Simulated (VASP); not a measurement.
# BeS (Fm-3m) in VASP: settings compared, part 2 of 2

VASP 6.6.1. Earlier steps stand in the parts before.

### 3 Single point, PBE

Contents of INCAR:

```
SYSTEM = BeS
  PREC = Accurate
  ENCUT = 520
  EDIFF = 1E-6
  ISMEAR = 0
  SIGMA = 0.01
  LREAL = .FALSE.
  LASPH = .TRUE.
  NELM = 100
  ALGO = Normal
  ISIF = 2
  LWAVE = .FALSE.
  LCHARG = .TRUE.
  GGA = PE
  LELF = .TRUE.
  LVHAR = .TRUE.
  NBANDS = 11
```

Contents of KPOINTS:

```
regular mesh
0
G
  6 6 6
  0 0 0
```

Contents of POSCAR:

```
BeS
1.0
    0.0000000000      2.3172972025      2.3172972025
    2.3172972025      0.0000000000      2.3172972025
    2.3172972025      2.3172972025      0.0000000000
Be S
1 1
Direct
    0.0000000000      0.0000000000      0.0000000000
    0.5000000000      0.5000000000      0.5000000000
```

Potentials or basis: VASP PAW PBE potentials, release 64 (Be, S).

Started as:

```console
$ cat potpaw_PBE.64/Be/POTCAR potpaw_PBE.64/S/POTCAR > POTCAR
$ mpirun -np 1 vasp_std > vasp.out
```

OUTCAR:

```text
SYSTEM = BeS
   PREC = Accurate
   ENCUT = 520
   EDIFF = 1E-6
   ISMEAR = 0
   LREAL = .FALSE.
   LASPH = .TRUE.
   NELM = 100
   ISIF = 2
   GGA = PE

 ion  position               nearest neighbor table
   1  0.000  0.000  0.000-   2 2.32   2 2.32   2 2.32   2 2.32   2 2.32   2 2.32
   2  0.500  0.500  0.500-   1 2.32   1 2.32   1 2.32   1 2.32   1 2.32   1 2.32

  LATTYP: Found a face centered cubic cell.
 ALAT       =     4.6345944050

  Lattice vectors:

 A1 = (   0.0000000000,   2.3172972025,   2.3172972025)
 A2 = (   2.3172972025,   0.0000000000,   2.3172972025)
 A3 = (   2.3172972025,   2.3172972025,   0.0000000000)

Analysis of symmetry for initial positions (statically):
=====================================================================
 Subroutine PRICEL returns:
 Original cell was already a primitive cell.

 Routine SETGRP: Setting up the symmetry group for a
 face centered cubic supercell.

 Subroutine GETGRP returns: Found 48 space group operations
 (whereof 48 operations were pure point group operations)
 out of a pool of 48 trial point group operations.

The static configuration has the point symmetry O_h .

Analysis of symmetry for dynamics (positions and initial velocities):
=====================================================================
 Subroutine PRICEL returns:
 Original cell was already a primitive cell.

 Routine SETGRP: Setting up the symmetry group for a
 face centered cubic supercell.

 Subroutine GETGRP returns: Found 48 space group operations
 (whereof 48 operations were pure point group operations)
 out of a pool of 48 trial point group operations.

The dynamic configuration has the point symmetry O_h .

 Subroutine INISYM returns: Found 48 space group operations
 (whereof 48 operations are pure point group operations),
 and found     1 'primitive' translations

----------------------------------------------------------------------------------------

                                     Primitive cell

[... 108 lines left out ...]
   AEXX    =    0.0000 exact exchange contribution
   IVDW    =     0    specifies the selected vdW correction
   LEPSILON=     F    determine dielectric tensor
   LRPA    =     F    only Hartree local field effects (RPA)
 non-spin polarized calculation
 Gauss-broadening in eV      SIGMA  =   0.01
  energy-cutoff  :      520.00
  volume of cell :       24.89
 maximum number of plane-waves:       692
   NGX = 13   NGY = 13   NGZ = 13

 number of electron       7.9999998 magnetization

 Free energy of the ion-electron system (eV)
  ---------------------------------------------------
  ext. energy  EPLUGINS =         0.00000000
  ---------------------------------------------------
  free energy    TOTEN  =        -8.87880637 eV

  energy without entropy =       -8.87880637  energy(sigma->0) =       -8.87880637

 E-fermi :   6.6844     XC(G=0): -10.6055

 val. band max:        6.5928711487   @ k =  -0.1667   0.1667   0.0000
 cond. band min:       7.5734210992   @ k =   0.5000   0.5000   0.0000
 fundamental gap:      0.9805499506
 Fermi energy:         6.6843839965

 k-point     1 :       0.0000    0.0000    0.0000
  band No.  band energies     occupation
      1      -8.4870      2.00000
      2       6.3019      2.00000
      3       6.3019      2.00000
      4       6.3019      2.00000
      5      11.8832      0.00000
      6      15.4300      0.00000
      7      15.4300      0.00000
      8      15.4300      0.00000
      9      16.1773      0.00000
     10      16.1773      0.00000
     11      16.1773      0.00000
[... 197 lines left out ...]
 k-point    16 :      -0.3333    0.5000    0.1667
  band No.  band energies     occupation
      1      -5.1636      2.00000
      2       0.4491      2.00000
      3       2.1096      2.00000
      4       2.8164      2.00000
      5       9.7275      0.00000
      6      13.5256      0.00000
      7      14.2376      0.00000
      8      18.2017      0.00000
      9      18.9942      0.00000
     10      21.2076      0.00000
     11      24.7168      0.00000

------------------------ aborting loop because EDIFF is reached ----------------------------------------

  FORCE on cell =-STRESS in cart. coord.  units (eV):
  Direction    XX          YY          ZZ          XY          YZ          ZX
  --------------------------------------------------------------------------------------
  -------------------------------------------------------------------------------------
  Total       -0.0360096     -0.0360096     -0.0360096     -0.0000000     -0.0000000     -0.0000000
  in kB       -2.3182130     -2.3182130     -2.3182130     -0.0000000     -0.0000000     -0.0000000
  external PRESSURE =      -2.3182130 kB  Pullay stress =       0.0000000 kB

 VOLUME and BASIS-vectors are now :
 -----------------------------------------------------------------------------
  energy-cutoff  :      520.00
  volume of cell :       24.89
      direct lattice vectors                 reciprocal lattice vectors
     0.000000000  2.317297202  2.317297202    -0.215768612  0.215768612  0.215768612
     2.317297202  0.000000000  2.317297202     0.215768612 -0.215768612  0.215768612
     2.317297202  2.317297202  0.000000000     0.215768612  0.215768612 -0.215768612

 POSITION                                       TOTAL-FORCE (eV/Angst)
 -----------------------------------------------------------------------------------
      0.00000      0.00000      0.00000         0.000000     -0.000000     -0.000000
      2.31730      2.31730      2.31730        -0.000000      0.000000      0.000000
 -----------------------------------------------------------------------------------
    total drift:                               -0.000000     -0.000000      0.000000

  FREE ENERGIE OF THE ION-ELECTRON SYSTEM (eV)
  ---------------------------------------------------
  free  energy   TOTEN  =        -8.8788063710 eV

  energy  without entropy=       -8.8788063710  energy(sigma->0) =       -8.87880637
```

OSZICAR:

```text
N       E                     dE             d eps       ncg     rms          rms(c)
DAV:   1     0.163817695942E+02    0.16382E+02   -0.37369E+03   360   0.620E+02
DAV:   2    -0.798962544023E+01   -0.24371E+02   -0.23528E+02   459   0.107E+02
DAV:   3    -0.895230469365E+01   -0.96268E+00   -0.96018E+00   452   0.205E+01
DAV:   4    -0.895760594525E+01   -0.53013E-02   -0.53001E-02   452   0.176E+00
DAV:   5    -0.895763621786E+01   -0.30273E-04   -0.30272E-04   488   0.127E-01    0.632E+00
DAV:   6    -0.887929658799E+01    0.78340E-01   -0.19133E-01   414   0.181E+00    0.425E+00
DAV:   7    -0.887818685322E+01    0.11097E-02   -0.66562E-02   436   0.124E+00    0.164E+00
DAV:   8    -0.887880871036E+01   -0.62186E-03   -0.61403E-03   400   0.378E-01    0.290E-01
DAV:   9    -0.887879255180E+01    0.16159E-04   -0.15712E-04   420   0.796E-02    0.539E-02
DAV:  10    -0.887880539125E+01   -0.12839E-04   -0.20273E-05   430   0.260E-02    0.719E-03
DAV:  11    -0.887880639773E+01   -0.10065E-05   -0.46808E-06   420   0.117E-02    0.318E-03
DAV:  12    -0.887880637098E+01    0.26751E-07   -0.14165E-07   209   0.261E-03
   1 F= -.88788064E+01 E0= -.88788064E+01  d E =-.133574E-39
```

stdout:

```text
POSCAR found type information on POSCAR BeS
 POSCAR found :  2 types and       2 ions
 scaLAPACK will be used
 LDA part: xc-table for (Slater+PW92), standard interpolation
 POSCAR, INCAR and KPOINTS ok, starting setup
 FFT: planning ... GRIDC
 FFT: planning ... GRID_SOFT
 FFT: planning ... GRID
 WAVECAR not read
 entering main loop
```

Wall time 5 s (1 thread of AMD EPYC 7R43 (Zen 3), shared host); peak memory 0.1 GiB.

What came out:

```
Free energy            : -8.8788 eV
Pressure               : -0.2 GPa
Band gap on the k mesh : 0.98 eV, indirect (least direct gap 4.14 eV)
```

A k mesh can miss the band edges. A hybrid or GW would open this gap; PBE tends to underestimate it.

### 4 Single point, LDA

Contents of INCAR:

```
PREC = Accurate
ENCUT = 520
EDIFF = 1E-6
ISMEAR = 0
SIGMA = 0.01
LREAL = F
LASPH = T
NELM = 80
ALGO = Normal
ISIF = 2
LWAVE = F
LCHARG = F
GGA = CA
NBANDS = 11
```

Contents of KPOINTS:

```
regular mesh
0
Gamma
  6 6 6
```

POSCAR is that of step 3.

Potentials or basis: VASP PAW LDA potentials, release 64 (Be, S).

Started as:

```console
$ cat potpaw_LDA.64/Be/POTCAR potpaw_LDA.64/S/POTCAR > POTCAR
$ mpirun -np 1 vasp_std > vasp.out
```

Wall time 3.6 s (1 thread of AMD EPYC 7R43 (Zen 3), shared host); peak memory 0.08 GiB.

The run converged. Its results:

* Free energy: -10.0891 eV
* Pressure: -5.3 GPa
* Band gap on the k mesh: 0.96 eV, indirect (least direct gap 4.16 eV)

Levels at points of the mesh, in eV from the valence-band top:
| k point | band 2 | band 3 | band 4 | band 5 | band 6 | band 7 |
| --- | --- | --- | --- | --- | --- | --- |
| (0.00, 0.00, 0.00) | -0.31 | -0.31 | -0.31 | 5.21 | 8.79 | 8.79 |
| (0.50, 0.00, 0.00) | -7.22 | -0.50 | -0.50 | 3.82 | 3.82 | 4.00 |
| (0.50, 0.50, 0.00) | -6.82 | -3.19 | -3.19 | 0.96 | 4.23 | 11.56 |

A k mesh can miss the band edges. LDA gaps usually lie below the measured ones, often by a third to a half.
